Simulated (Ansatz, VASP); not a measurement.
# CoO in VASP and in Ansatz

Contents of INCAR:

```
SYSTEM = CoO
  PREC = Accurate
  ENCUT = 700
  EDIFF = 1E-6
  ISMEAR = 0
  SIGMA = 0.05
  LREAL = .False.
  LASPH = .True.
  NELM = 200
  ALGO = Normal
  ISIF = 2
  LWAVE = .False.
  LCHARG = .False.
  ISPIN = 2
  MAGMOM = 2.88 0.26
  LORBIT = 11
  LMAXMIX = 4
  LDAU = .True.
  LDAUTYPE = 2
  LDAUL = 2 -1
  LDAUU = 3.3 0
  LDAUJ = 0 0
  LDAUPRINT = 1
  GGA = B5
  ALDAX = 1.0
  AGGAX = 1.0
  AGGAC = 1.0
  ALDAC = 0.0
  NBANDS = 22
  GGA_COMPAT = .False.
```

The input KPOINTS:

```
regular mesh
0
Gamma
  10 10 10
  0 0 0
```

File POSCAR:

```
CoO
1.0
    0.0000000000      2.1913515351      2.1913515351
    2.1913515351      0.0000000000      2.1913515351
    2.1913515351      2.1913515351      0.0000000000
Co O
1 1
Direct
    0.0000000000      0.0000000000      0.0000000000
    0.5000000000      0.5000000000      0.5000000000
```

Input for Ansatz:

```yaml
crystal:
  lattice:
    - [0.0, 2.1913515351, 2.1913515351]
    - [2.1913515351, 0.0, 2.1913515351]
    - [2.1913515351, 2.1913515351, 0.0]
  atoms:
    - { symbol: Co, position: [0.0, 0.0, 0.0], spin: 2.89 }
    - { symbol: O, position: [0.5, 0.5, 0.5] }
basis:
  ecutwfc: 420
  ecutrho_ratio: 4
kpoints:
  mp_grid: { grid: [10, 10, 10] }
hamiltonian:
  xc: blyp
  hubbard:
    sites:
      - { species: Co, l: d, u_eff: 3.3, starting_ns: start.occupation_matrices }
    ns_hold: { iters: 6 }
scf:
  occupations: { method: gaussian, width: 0.05 }
  lower_state_search: "off"
output:
  forces: true
  stress: true
  eigenvalues: true
  populations: true
  hubbard: { sites: [{ species: Co, l: d }] }
magnetization:
  spin_polarized: true
```

Alike in both runs: task single point; functional BLYP; k mesh 10 × 10 × 10; occupations gaussian, width 0.05 eV; collinear spin; Hubbard terms Co d U = 3.3 eV.

|  | VASP | Ansatz |
| --- | --- | --- |
| version | VASP 6.6.1 | Ansatz 0.2.0 |
| potentials or method | VASP PAW PBE potentials, release 64 (Co_sv, O), cutoff 700 eV | scalar-relativistic, plane waves, PAW |
| valence electrons in the cell | 23 | 23 |

```tsv
	VASP	Ansatz	Ansatz less VASP
pressure (GPa)	-7.4	0.0	+7.43
net moment per atom (μB)	1.50	1.50	0.000
size of the moment on the site where the two differ most (μB)	2.67	2.62	-0.053
```

VASP's potentials were made for PBE, not for BLYP. Site moments also hang on the region over which each program counts them. The programs project onto different local orbitals, so the same U acts differently, and such runs can settle in different states. Ansatz's warnings: symmetry narrowed by occupation matrices.
